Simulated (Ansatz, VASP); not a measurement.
# Os in VASP and in Ansatz

INCAR

```
PREC = Accurate ; ENCUT = 520
EDIFF = 1E-7 ; ISMEAR = -1
SIGMA = 0.1 ; LREAL = False
LASPH = True ; NELM = 100
ALGO = Normal ; ISIF = 2
LWAVE = False ; LCHARG = False
GGA = CA ; NBANDS = 15
```

The input KPOINTS:

```
Automatic mesh
0
Gamma
  13 13 8
```

File POSCAR:

```
Os
1.0
    2.7175247593      0.0000000000      0.0000000000
   -1.3587623796      2.3534454770      0.0000000000
    0.0000000000      0.0000000000      4.2844606214
Os
2
Direct
    0.3333333333      0.6666666667      0.2500000000
    0.6666666667      0.3333333333      0.7500000000
```

Input for Ansatz:

```yaml
crystal:
  lattice:
    - [2.7175247593, 0.0, 0.0]
    - [-1.3587623796, 2.353445477, 0.0]
    - [0.0, 0.0, 4.2844606214]
  atoms:
    - { symbol: Os, position: [0.3333333333, 0.6666666667, 0.25] }
    - { symbol: Os, position: [0.6666666667, 0.3333333333, 0.75] }
hamiltonian:
  xc: lda
  pseudopotentials:
    kind: paw
    azcp:
      Os: "pseudopotentials/Os.paw.azcp"
basis:
  ecutwfc: 500
  fft_grid_basis: typed
kpoints:
  mp_grid: { grid: [13, 13, 8], shift: [0, 0, 0] }
magnetization:
  spin_polarized: false
scf:
  occupations: { method: fermi_dirac, width: 0.1 }
  lower_state_search: "off"
output:
  stress: true
```

Alike in both runs: task single point; functional LDA; k mesh 13 × 13 × 8; occupations fermi-dirac, width 0.1 eV; no spin polarisation.

|  | VASP | Ansatz |
| --- | --- | --- |
| version | VASP 6.6.1 | Ansatz 0.2.0 |
| potentials or method | VASP PAW LDA potentials, release 64 (Os), cutoff 520 eV | plane waves (500 eV) with PAW, scalar-relativistic |
| valence electrons in the cell | 16 | 32 |

```tsv
	VASP	Ansatz	Ansatz less VASP
pressure (GPa)	1.1	0.1	-1.01
traceless stress, the component that is largest in VASP (GPa)	-0.59	-0.50	+0.088
```

Ansatz warns that its potentials were made for another functional, while VASP's fit it. LDA's correlation is that of Perdew and Zunger in VASP and of Perdew and Wang (1992) in Ansatz. VASP's potentials hold 16 valence electrons a cell and Ansatz's 32, so a difference there can come from the potentials and not from the codes.

Spin-orbit coupling is off throughout.
